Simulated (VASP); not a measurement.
The system is Co.

```xyz
2
Lattice="2.4874 0.0000 0.0000 -1.2437 2.1541 0.0000 0.0000 0.0000 4.0633" Properties=species:S:1:pos:R:3 pbc="T T T"
Co    1.2437    0.7180    1.0559
Co    0.0000    1.4361    3.0074
```

Base run:

| Quantity | Value |
| --- | --- |
| Program | VASP 6.6.1 |
| Functional | PBE |
| Potentials or basis | VASP PAW PBE potentials, release 64 (Co) |
| Cutoff | 520 eV |
| k mesh | 15 × 15 × 8 |
| Occupations | fermi-dirac, width 0.08 eV |
| Spin | collinear spin, ferromagnetic start |
| Starting moments | [2.205, 2.205] μB |
| Fixed moment | 4.41 μB |

Its results: pressure 13.1 GPa; net moment 4.41 μB per cell; site moments Co +2.17 μB; largest force 0.697 eV/Å.

The run is repeated on the same cell with these changes: fixed moment from 4.41 μB to none; moments at the start from [2.2, 2.2] to [2.0, 2.0]. What comes out?

Pressure 0.0 GPa; net moment 3.25 μB per cell; site moments Co +1.65 μB; largest force 0.499 eV/Å.

Caveats: the cell stands under pressure (at least some runs); the total moment is fixed, so each spin has its own Fermi level and the state may be an excited one (at least some runs).
